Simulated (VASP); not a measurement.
Here is a VASP 6.6.1 calculation.

The input INCAR:

```
PREC = Accurate
ENCUT = 500
EDIFF = 1E-6
ISMEAR = 1
SIGMA = 0.0709
LREAL = False
LASPH = True
NELM = 120
ALGO = Normal
ISIF = 2
LWAVE = False
LCHARG = True
LELF = True
LVHAR = True
NBANDS = 14
GGA_COMPAT = False
```

Contents of KPOINTS:

```
Automatic mesh
0
Gamma
  6 6 6
```

File POSCAR:

```
SbPt
1.0
    0.0000000000      2.7162507538      2.7162507538
    2.7162507538      0.0000000000      2.7162507538
    2.7162507538      2.7162507538      0.0000000000
Pt Sb
1 1
Direct
    0.0000000000      0.0000000000      0.0000000000
    0.5000000000      0.5000000000      0.5000000000
```

Potentials or basis: VASP PAW LDA potentials, release 64 (Pt, Sb).

Run with:

```console
$ cat potpaw_LDA.64/Pt/POTCAR potpaw_LDA.64/Sb/POTCAR > POTCAR
$ mpirun -np 1 vasp_std > vasp.out
```

Question: Predict the band gap on the k mesh.

Answer: Zero (an odd number of electrons rules out a gap without spin polarisation).

Question: Predict the pressure.

Answer: 0.3 GPa.

Caveat: spin-orbit coupling is left out, which moves the levels of the heavy elements.
